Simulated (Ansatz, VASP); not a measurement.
ZnCu in VASP and in Ansatz

Contents of INCAR:

```
PREC = Accurate
ENCUT = 520
EDIFF = 1E-6
ISMEAR = 0
SIGMA = 0.15
LREAL = False
LASPH = True
NELM = 60
ALGO = Fast
ISIF = 2
LWAVE = False
LCHARG = False
GGA = PE
NBANDS = 18
```

Contents of KPOINTS:

```
Automatic mesh
0
Gamma
  18 18 18
```

Contents of POSCAR:

```
ZnCu
1.0
    2.9467096719     -0.0703992072     -0.0703992072
   -0.0703992072      2.9467096719     -0.0703992072
   -0.0703992072     -0.0703992072      2.9467096719
Zn Cu
1 1
Direct
    0.5000000000      0.5000000000      0.5000000000
    0.0000000000      0.0000000000      0.0000000000
```

Input for Ansatz:

```yaml
crystal:
  lattice:
    - [2.9467096719, -0.0703992072, -0.0703992072]
    - [-0.0703992072, 2.9467096719, -0.0703992072]
    - [-0.0703992072, -0.0703992072, 2.9467096719]
  atoms:
    - { symbol: Zn, position: [0.5, 0.5, 0.5] }
    - { symbol: Cu, position: [0.0, 0.0, 0.0] }
basis:
  ecutwfc: 420
kpoints:
  mp_grid: { grid: [18, 18, 18] }
hamiltonian:
  xc: pbe
scf:
  occupations: { method: gaussian, width: 0.15 }
output:
  forces: true
  stress: true
  eigenvalues: true
```

Alike in both runs: task single point; functional PBE; k mesh 18 × 18 × 18; occupations gaussian, width 0.15 eV; no spin polarisation.

```csv
,VASP,Ansatz
version,VASP 6.6.1,Ansatz 0.2.0
potentials or method,"VASP PAW PBE potentials, release 64 (Zn, Cu), cutoff 520 eV","scalar-relativistic, plane waves, PAW"
valence electrons in the cell,23,31
```

VASP gave:

| Item | Value |
| --- | --- |
| gap on the k mesh at the Fermi level (eV) | none |
| pressure (GPa) | 4.2 |
| traceless stress, the component that is largest in VASP (GPa) | 5.32 |

Q: Estimate Ansatz's values.

A: gap on the k mesh at the Fermi level (eV): none; pressure (GPa): 3.3; traceless stress, the component that is largest in VASP (GPa): 5.27.

A gap of «none» marks a metal or a gap that the smearing closes. VASP's potentials hold 23 valence electrons a cell and Ansatz's 31, so a difference there can come from the potentials and not from the codes.
